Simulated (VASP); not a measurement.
A run of VASP 6.6.1:

File INCAR:

```
SYSTEM = Sn
PREC = Accurate ; ENCUT = 520
EDIFF = 1E-6 ; ISMEAR = -1
SIGMA = 0.05 ; LREAL = .False.
LASPH = .True. ; NELM = 100
ALGO = Fast ; ISIF = 2
LWAVE = .False. ; LCHARG = .False.
GGA = PS ; NBANDS = 21
```

KPOINTS

```
Automatic mesh
0
Gamma
  9 9 9
  0 0 0
```

The input POSCAR:

```
Sn
1.0
   -2.9185566258      2.9185566258      1.5783754091
    2.9185566258     -2.9185566258      1.5783754091
    2.9185566258      2.9185566258     -1.5783754091
Sn
2
Direct
    0.0000000000      0.0000000000      0.0000000000
    0.7500000000      0.2500000000      0.5000000000
```

Potentials or basis: VASP PAW PBE potentials, release 64 (Sn_d).

Run with:

```sh
$ cat potpaw_PBE.64/Sn_d/POTCAR > POTCAR
$ mpirun -np 1 vasp_std > vasp.out
```

Hardware: 1 thread of AMD EPYC 9R45 96-Core Processor (Zen 5) (shared host).

How long does it take, and how much memory?

Wall time 76 s on 1 thread of AMD EPYC 9R45 96-Core Processor (Zen 5), with other jobs on the host, peak memory 0.21 GiB. Counts: scf iterations 13, k points 75.
